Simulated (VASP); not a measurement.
## TaN: single point with PBE

TaN:

```
Ta N
1.0
    -3.03484   -5.25650    0.00000
     4.55227   -2.62825    0.00000
     0.00000    0.00000    5.96694
Ta N
8 8
Direct
  0.74847 0.48099 0.29786
  0.76028 0.51639 0.77398
  0.49623 0.00333 0.26209
  0.53381 0.99627 0.77871
  0.26198 0.47694 0.28856
  0.25866 0.51561 0.75866
  0.99207 0.00014 0.30128
  0.00273 0.00676 0.78005
  0.48165 0.67951 0.99581
  0.54120 0.71069 0.54882
  0.26427 0.18688 0.01828
  0.24207 0.17614 0.54975
  0.00887 0.66440 0.05777
  0.98828 0.63905 0.54078
  0.74666 0.19144 0.04067
  0.77837 0.20206 0.55089
```

| Item | Value |
| --- | --- |
| Program | VASP 6.6.1 |
| Task | single point |
| Functional | PBE |
| Potentials or basis | VASP PAW PBE potentials, release 64 (Ta_pv, N) |
| Cutoff | 520 eV |
| k mesh | 2 × 2 × 2 |
| Occupations | fermi-dirac, width 0.17 eV |
| Spin | no spin polarisation |
| Dipole correction | no |
| Further INCAR settings | LREAL = Auto; ALGO = Normal; EDIFF = 1e-06; NBANDS = 78 |

```yaml
Pressure: -14.4 GPa
Largest_force: 4.436 eV/Å
Band_gap_on_the_k_mesh: zero (bands 64 and 65 overlap by 0.10 eV)
```

Forces in eV/Å, atoms in the order of the input:
```
Ta   1.617 -2.339 -2.206
Ta  -0.551  0.655  3.554
Ta  -0.583  0.277  1.283
Ta   4.197  1.334  0.534
Ta   2.535  0.574 -2.156
Ta  -0.756  0.414  3.267
Ta  -1.365 -0.710 -2.252
Ta  -0.424 -1.520  1.950
N   -0.896 -1.223  1.686
N   -1.144  2.751 -2.002
N   -0.355  0.861  0.506
N   -0.966 -0.741 -1.499
N    0.496  0.495 -0.991
N    1.107 -2.840 -0.959
N   -1.534  0.088 -0.259
N   -1.379  1.922 -0.455
```

Stress tensor (GPa, compression positive):
```
-15.44   1.36   1.19
  1.36 -13.12  -1.59
  1.19  -1.59 -14.55
```

Levels at points of the mesh, in eV from the Fermi level:
```tsv
k point	band 60	band 61	band 62	band 63	band 64	band 65	band 66	band 67	band 68	band 69
(0.00, 0.00, 0.00)	-1.28	-1.06	-0.74	-0.69	-0.25	-0.07	0.50	0.61	1.04	1.08
(0.50, 0.00, 0.00)	-1.36	-0.88	-0.80	-0.61	-0.24	0.83	0.86	1.01	1.21	1.39
(0.00, 0.50, 0.00)	-2.39	-1.64	-1.63	-0.63	-0.32	1.17	1.23	1.37	1.64	1.95
(0.50, 0.50, 0.00)	-1.96	-1.69	-1.59	-1.41	-1.19	0.68	0.87	1.18	1.44	1.90
(0.00, 0.00, 0.50)	-1.22	-1.06	-0.70	-0.60	0.03	0.15	0.58	0.61	0.85	1.43
(0.50, 0.00, 0.50)	-1.09	-0.96	-0.84	-0.74	-0.49	0.40	0.85	0.88	1.04	1.35
(0.00, 0.50, 0.50)	-1.67	-1.52	-1.28	-1.19	-1.05	0.80	0.97	1.18	1.34	1.51
(0.50, 0.50, 0.50)	-1.50	-1.49	-1.36	-1.19	-1.09	0.46	0.69	0.90	1.10	1.42
```

Run time: 3.6 min on 1 thread of Intel(R) Xeon(R) Platinum 8375C CPU @ 2.90GHz (Ice Lake), with other jobs on the host, peak memory 0.33 GiB.

Caveat: the k points lie up to 0.60 Å⁻¹ apart; spin-orbit coupling is left out, which moves the levels of the heavy elements; forces of over 1 eV/Å act on the atoms, so gaps and moduli don't describe the material at rest.
